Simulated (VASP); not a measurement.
# BaF2 (Fm-3m) in VASP: a series of runs, part 2 of 2

VASP 6.6.1. The steps go on from the part before.

**3. Electric field gradients, LDA (volume scaled by 1.01)**

The input, INCAR:

```
PREC = Accurate
ENCUT = 520
EDIFF = 1E-8
ISMEAR = -1
SIGMA = 0.01
LREAL = False
LASPH = True
NELM = 120
ALGO = Normal
ISIF = 2
LWAVE = False
LCHARG = False
LEFG = True
NBANDS = 19
GGA_COMPAT = False
```

The input, KPOINTS:

```
regular mesh
0
Gamma
  8 8 8
```

The input, POSCAR:

```
BaF2
1.0
    0.0000000000      3.1103492451      3.1103492451
    3.1103492451      0.0000000000      3.1103492451
    3.1103492451      3.1103492451      0.0000000000
Ba F
1 2
Direct
    0.0000000000      0.0000000000      0.0000000000
    0.2500000000      0.2500000000      0.2500000000
    0.7500000000      0.7500000000      0.7500000000
```

Potentials or basis: VASP PAW LDA potentials, release 64 (Ba_sv, F).

Launch:

```
$ cat potpaw_LDA.64/Ba_sv/POTCAR potpaw_LDA.64/F/POTCAR > POTCAR
$ mpirun -np 1 vasp_std > vasp.out
```

OUTCAR:

```text
PREC = Accurate
   ENCUT = 520
   EDIFF = 1E-8
   ISMEAR = -1
   LREAL = False
   LASPH = True
   NELM = 120
   ISIF = 2

 ion  position               nearest neighbor table
   1  0.000  0.000  0.000-   3 2.69   3 2.69   3 2.69   2 2.69   3 2.69   2 2.69   2 2.69   2 2.69

   2  0.250  0.250  0.250-   1 2.69   1 2.69   1 2.69   1 2.69
   3  0.750  0.750  0.750-   1 2.69   1 2.69   1 2.69   1 2.69

  LATTYP: Found a face centered cubic cell.
 ALAT       =     6.2206984902

  Lattice vectors:
[... 747 lines left out ...]
  free  energy   TOTEN  =       -18.5827836580 eV

  energy  without entropy=      -18.5827836580  energy(sigma->0) =      -18.58278366

 Electric field gradients (V/A^2)
---------------------------------------------------------------------
 ion       V_xx      V_yy      V_zz      V_xy      V_xz      V_yz
---------------------------------------------------------------------
   1       0.000     0.000    -0.000     0.000     0.000     0.000
   2       0.000    -0.000    -0.000    -0.004    -0.004    -0.004
   3       0.000    -0.000    -0.000    -0.004    -0.004    -0.004
---------------------------------------------------------------------

 Electric field gradients after diagonalization (V/A^2)
 (convention: |V_zz| > |V_xx| > |V_yy|)
----------------------------------------------------------------------
 ion       V_xx      V_yy      V_zz     asymmetry (V_yy - V_xx)/ V_zz
----------------------------------------------------------------------
   1      -0.000    -0.000     0.000       0.000
   2       0.004     0.004    -0.008       0.000
   3       0.004     0.004    -0.008       0.000
----------------------------------------------------------------------

           NMR quadrupolar parameters

 Cq : quadrupolar parameter    Cq=e*Q*V_zz/h
 eta: asymmetry parameters     (V_yy - V_xx)/ V_zz
 Q  : nuclear electric quadrupole moment in mb (millibarn)
----------------------------------------------------------------------
 ion       Cq(MHz)       eta       Q (mb)
----------------------------------------------------------------------
   1       0.000       0.000       1.000
   2      -0.000       0.000       1.000
   3      -0.000       0.000       1.000
----------------------------------------------------------------------
```

OSZICAR:

```text
N       E                     dE             d eps       ncg     rms          rms(c)
DAV:   1     0.136954300182E+03    0.13695E+03   -0.12927E+04  1102   0.118E+03
DAV:   2    -0.133212975820E+02   -0.15028E+03   -0.14679E+03  1348   0.254E+02
DAV:   3    -0.201765962812E+02   -0.68553E+01   -0.68241E+01  1363   0.556E+01
DAV:   4    -0.203183932440E+02   -0.14180E+00   -0.14156E+00  1412   0.711E+00
DAV:   5    -0.203226667993E+02   -0.42736E-02   -0.42728E-02  1309   0.949E-01    0.822E+00
DAV:   6    -0.186749424543E+02    0.16477E+01   -0.71212E+00  1156   0.198E+01    0.430E+00
DAV:   7    -0.186141745080E+02    0.60768E-01   -0.25244E-01  1216   0.377E+00    0.214E+00
DAV:   8    -0.185804503503E+02    0.33724E-01   -0.50481E-02  1290   0.217E+00    0.262E-01
DAV:   9    -0.185818524024E+02   -0.14021E-02   -0.55349E-03  1390   0.452E-01    0.124E-01
DAV:  10    -0.185827954658E+02   -0.94306E-03   -0.99982E-04  1159   0.221E-01    0.328E-02
DAV:  11    -0.185827785839E+02    0.16882E-04   -0.63051E-05  1264   0.619E-02    0.169E-02
DAV:  12    -0.185827839036E+02   -0.53196E-05   -0.86290E-06  1165   0.202E-02    0.284E-03
DAV:  13    -0.185827836986E+02    0.20492E-06   -0.95540E-07  1366   0.585E-03    0.223E-03
DAV:  14    -0.185827836581E+02    0.40497E-07   -0.15106E-07  1226   0.290E-03    0.248E-04
DAV:  15    -0.185827836580E+02    0.17985E-09   -0.12071E-08  1061   0.847E-04
   1 F= -.18582784E+02 E0= -.18582784E+02  d E =-.466198E-12
```

stdout:

```text
POSCAR found type information on POSCAR BaF
 POSCAR found :  2 types and       3 ions
 scaLAPACK will be used
 LDA part: xc-table for (Slater(with rela. corr.)+CA(PZ))
 , standard interpolation
 POSCAR, INCAR and KPOINTS ok, starting setup
 FFT: planning ... GRIDC
 FFT: planning ... GRID_SOFT
 FFT: planning ... GRID
 WAVECAR not read
 entering main loop
ion   1

ion   2

ion   3
```

Run time: 32 s. Hardware: 1 thread of Intel Xeon Platinum 8259CL at 2.50GHz (Skylake/Cascade Lake), shared host; peak memory 0.18 GiB.

Results:

- Free energy: -18.5828 eV
- Pressure: -3.9 GPa
- Band gap on the k mesh: 6.35 eV, indirect (least direct gap 6.43 eV)

Caveat: without QUAD_EFG the Cq values of the log hold for a quadrupole moment of 1 mb, not for the nuclei; spin-orbit coupling is left out, which moves the levels of the heavy elements. A k mesh can miss the band edges.

**4. Electric field gradients, LDA (volume scaled by 1.01)**

The input, INCAR:

```
SYSTEM = BaF2
PREC = Accurate ; ENCUT = 520
EDIFF = 1E-8 ; ISMEAR = -1
SIGMA = 0.01 ; LREAL = .False.
LASPH = .True. ; NELM = 120
ALGO = Normal ; ISIF = 2
LWAVE = .False. ; LCHARG = .False.
LEFG = .True. ; NBANDS = 19
GGA_COMPAT = .False.
```

The input, KPOINTS:

```
regular mesh
0
Gamma
  8 8 8
  0 0 0
```

POSCAR is that of step 3.

Potentials or basis: VASP PAW LDA potentials, release 64 (Ba_sv, F).

Launch:

```
$ cat potpaw_LDA.64/Ba_sv/POTCAR potpaw_LDA.64/F/POTCAR > POTCAR
$ mpirun -np 1 vasp_std > vasp.out
```

OUTCAR:

```text
SYSTEM = BaF2
   PREC = Accurate
   ENCUT = 520
   EDIFF = 1E-8
   ISMEAR = -1
   LREAL = .False.
   LASPH = .True.
   NELM = 120
   ISIF = 2

 ion  position               nearest neighbor table
   1  0.000  0.000  0.000-   3 2.69   3 2.69   3 2.69   2 2.69   3 2.69   2 2.69   2 2.69   2 2.69

   2  0.250  0.250  0.250-   1 2.69   1 2.69   1 2.69   1 2.69
   3  0.750  0.750  0.750-   1 2.69   1 2.69   1 2.69   1 2.69

  LATTYP: Found a face centered cubic cell.
 ALAT       =     6.2206984902

[... 748 lines left out ...]
  free  energy   TOTEN  =       -18.5827836580 eV

  energy  without entropy=      -18.5827836580  energy(sigma->0) =      -18.58278366

 Electric field gradients (V/A^2)
---------------------------------------------------------------------
 ion       V_xx      V_yy      V_zz      V_xy      V_xz      V_yz
---------------------------------------------------------------------
   1       0.000     0.000    -0.000     0.000     0.000     0.000
   2       0.000    -0.000    -0.000    -0.004    -0.004    -0.004
   3       0.000    -0.000    -0.000    -0.004    -0.004    -0.004
---------------------------------------------------------------------

 Electric field gradients after diagonalization (V/A^2)
 (convention: |V_zz| > |V_xx| > |V_yy|)
----------------------------------------------------------------------
 ion       V_xx      V_yy      V_zz     asymmetry (V_yy - V_xx)/ V_zz
----------------------------------------------------------------------
   1      -0.000    -0.000     0.000       0.000
   2       0.004     0.004    -0.008       0.000
   3       0.004     0.004    -0.008       0.000
----------------------------------------------------------------------

           NMR quadrupolar parameters

 Cq : quadrupolar parameter    Cq=e*Q*V_zz/h
 eta: asymmetry parameters     (V_yy - V_xx)/ V_zz
 Q  : nuclear electric quadrupole moment in mb (millibarn)
----------------------------------------------------------------------
 ion       Cq(MHz)       eta       Q (mb)
----------------------------------------------------------------------
   1       0.000       0.000       1.000
   2      -0.000       0.000       1.000
   3      -0.000       0.000       1.000
----------------------------------------------------------------------
```

OSZICAR:

```text
N       E                     dE             d eps       ncg     rms          rms(c)
DAV:   1     0.136954300182E+03    0.13695E+03   -0.12927E+04  1102   0.118E+03
DAV:   2    -0.133212975820E+02   -0.15028E+03   -0.14679E+03  1348   0.254E+02
DAV:   3    -0.201765962812E+02   -0.68553E+01   -0.68241E+01  1363   0.556E+01
DAV:   4    -0.203183932440E+02   -0.14180E+00   -0.14156E+00  1412   0.711E+00
DAV:   5    -0.203226667993E+02   -0.42736E-02   -0.42728E-02  1309   0.949E-01    0.822E+00
DAV:   6    -0.186749424543E+02    0.16477E+01   -0.71212E+00  1156   0.198E+01    0.430E+00
DAV:   7    -0.186141745080E+02    0.60768E-01   -0.25244E-01  1216   0.377E+00    0.214E+00
DAV:   8    -0.185804503503E+02    0.33724E-01   -0.50481E-02  1290   0.217E+00    0.262E-01
DAV:   9    -0.185818524024E+02   -0.14021E-02   -0.55349E-03  1390   0.452E-01    0.124E-01
DAV:  10    -0.185827954658E+02   -0.94306E-03   -0.99982E-04  1159   0.221E-01    0.328E-02
DAV:  11    -0.185827785839E+02    0.16882E-04   -0.63051E-05  1264   0.619E-02    0.169E-02
DAV:  12    -0.185827839036E+02   -0.53196E-05   -0.86290E-06  1165   0.202E-02    0.284E-03
DAV:  13    -0.185827836986E+02    0.20492E-06   -0.95540E-07  1366   0.585E-03    0.223E-03
DAV:  14    -0.185827836581E+02    0.40497E-07   -0.15106E-07  1226   0.290E-03    0.248E-04
DAV:  15    -0.185827836580E+02    0.17985E-09   -0.12071E-08  1061   0.847E-04
   1 F= -.18582784E+02 E0= -.18582784E+02  d E =-.466198E-12
```

Run time: 30 s. Hardware: 1 thread of Intel Xeon Platinum 8259CL at 2.50GHz (Skylake/Cascade Lake), shared host; peak memory 0.18 GiB.

What came out:

* Free energy: -18.5828 eV
* Pressure: -3.9 GPa
* Band gap on the k mesh: 6.35 eV, indirect (least direct gap 6.43 eV)

Caveat: without QUAD_EFG the Cq values of the log hold for a quadrupole moment of 1 mb, not for the nuclei; spin-orbit coupling is left out, which moves the levels of the heavy elements. A k mesh can miss the band edges.

**5. Electric field gradients, LDA (volume scaled by 1.04)**

The input, INCAR:

```
SYSTEM = BaF2
ALGO = Normal
EDIFF = 1E-8
ENCUT = 520
GGA_COMPAT = .False.
ISIF = 2
ISMEAR = -1
LASPH = .True.
LCHARG = .False.
LEFG = .True.
LREAL = .False.
LWAVE = .False.
NBANDS = 19
NELM = 120
PREC = Accurate
SIGMA = 0.01
```

The input, KPOINTS:

```
k-points
0
Gamma
  8 8 8
  0 0 0
```

The input, POSCAR:

```
BaF2
1.0
    0.0000000000      3.1408448098      3.1408448098
    3.1408448098      0.0000000000      3.1408448098
    3.1408448098      3.1408448098      0.0000000000
Ba F
1 2
Direct
    0.0000000000      0.0000000000      0.0000000000
    0.2500000000      0.2500000000      0.2500000000
    0.7500000000      0.7500000000      0.7500000000
```

Potentials or basis: VASP PAW LDA potentials, release 64 (Ba_sv, F).

Launch:

```
$ cat potpaw_LDA.64/Ba_sv/POTCAR potpaw_LDA.64/F/POTCAR > POTCAR
$ mpirun -np 1 vasp_std > vasp.out
```

OUTCAR:

```text
SYSTEM = BaF2
   EDIFF = 1E-8
   ENCUT = 520
   ISIF = 2
   ISMEAR = -1
   LASPH = .True.
   LREAL = .False.
   NELM = 120
   PREC = Accurate

 ion  position               nearest neighbor table
   1  0.000  0.000  0.000-   3 2.72   3 2.72   3 2.72   2 2.72   2 2.72   2 2.72   3 2.72   2 2.72

   2  0.250  0.250  0.250-   1 2.72   1 2.72   1 2.72   1 2.72
   3  0.750  0.750  0.750-   1 2.72   1 2.72   1 2.72   1 2.72

  LATTYP: Found a face centered cubic cell.
 ALAT       =     6.2816896196

  Lattice vectors:

 A1 = (   0.0000000000,   3.1408448098,   3.1408448098)
 A2 = (   3.1408448098,   0.0000000000,   3.1408448098)
 A3 = (   3.1408448098,   3.1408448098,   0.0000000000)

Analysis of symmetry for initial positions (statically):
=====================================================================
 Subroutine PRICEL returns:
 Original cell was already a primitive cell.

 Routine SETGRP: Setting up the symmetry group for a
[... 724 lines left out ...]
     3.140844810  3.140844810  0.000000000     0.159192838  0.159192838 -0.159192838

 POSITION                                       TOTAL-FORCE (eV/Angst)
 -----------------------------------------------------------------------------------
      0.00000      0.00000      0.00000        -0.000000      0.000000     -0.000000
      1.57042      1.57042      1.57042        -0.000000     -0.000000     -0.000000
      4.71127      4.71127      4.71127         0.000000      0.000000      0.000000
 -----------------------------------------------------------------------------------
    total drift:                                0.000000      0.000000      0.000000

  FREE ENERGIE OF THE ION-ELECTRON SYSTEM (eV)
  ---------------------------------------------------
  free  energy   TOTEN  =       -18.5334814068 eV

  energy  without entropy=      -18.5334814068  energy(sigma->0) =      -18.53348141

 Electric field gradients (V/A^2)
---------------------------------------------------------------------
 ion       V_xx      V_yy      V_zz      V_xy      V_xz      V_yz
---------------------------------------------------------------------
   1       0.000    -0.000     0.000     0.000     0.000     0.000
   2       0.000    -0.000    -0.000    -0.005    -0.005    -0.005
   3       0.000     0.000    -0.000    -0.005    -0.005    -0.005
---------------------------------------------------------------------

 Electric field gradients after diagonalization (V/A^2)
 (convention: |V_zz| > |V_xx| > |V_yy|)
----------------------------------------------------------------------
 ion       V_xx      V_yy      V_zz     asymmetry (V_yy - V_xx)/ V_zz
----------------------------------------------------------------------
   1      -0.000    -0.000     0.000       0.000
   2       0.005     0.005    -0.010       0.000
   3       0.005     0.005    -0.010       0.000
----------------------------------------------------------------------

           NMR quadrupolar parameters

 Cq : quadrupolar parameter    Cq=e*Q*V_zz/h
 eta: asymmetry parameters     (V_yy - V_xx)/ V_zz
 Q  : nuclear electric quadrupole moment in mb (millibarn)
----------------------------------------------------------------------
 ion       Cq(MHz)       eta       Q (mb)
----------------------------------------------------------------------
   1       0.000       0.000       1.000
   2      -0.000       0.000       1.000
   3      -0.000       0.000       1.000
----------------------------------------------------------------------
```

It took 34 s on 1 thread of Intel Xeon Platinum 8259CL at 2.50GHz (Skylake/Cascade Lake), shared host; peak memory 0.18 GiB.

Results:

- Free energy: -18.5335 eV
- Pressure: -5.3 GPa
- Band gap on the k mesh: 6.23 eV, indirect (least direct gap 6.29 eV)

Caveat: without QUAD_EFG the Cq values of the log hold for a quadrupole moment of 1 mb, not for the nuclei; spin-orbit coupling is left out, which moves the levels of the heavy elements.

**6. The runs side by side**

| cell | gap on the mesh (eV) | pressure (GPa) |
| --- | --- | --- |
| a = 4.355 Å, angles 60.0°, 3 atoms | 6.47 | -2.2 |
| a = 4.399 Å, angles 60.0°, 3 atoms | 6.35 | -3.9 |
| a = 4.442 Å, angles 60.0°, 3 atoms | 6.23 | -5.3 |

Alike in all rows: task electric field gradients; level LDA; potentials or basis VASP PAW LDA potentials, release 64 (Ba_sv, F); no spin polarisation; k mesh 8 × 8 × 8; cutoff (eV) 520; smearing fermi-dirac 0.01 eV.

Caveats: spin-orbit coupling is left out, which moves the levels of the heavy elements.

Total energies depend on the potentials used, so only differences within one code and one set of settings carry meaning.
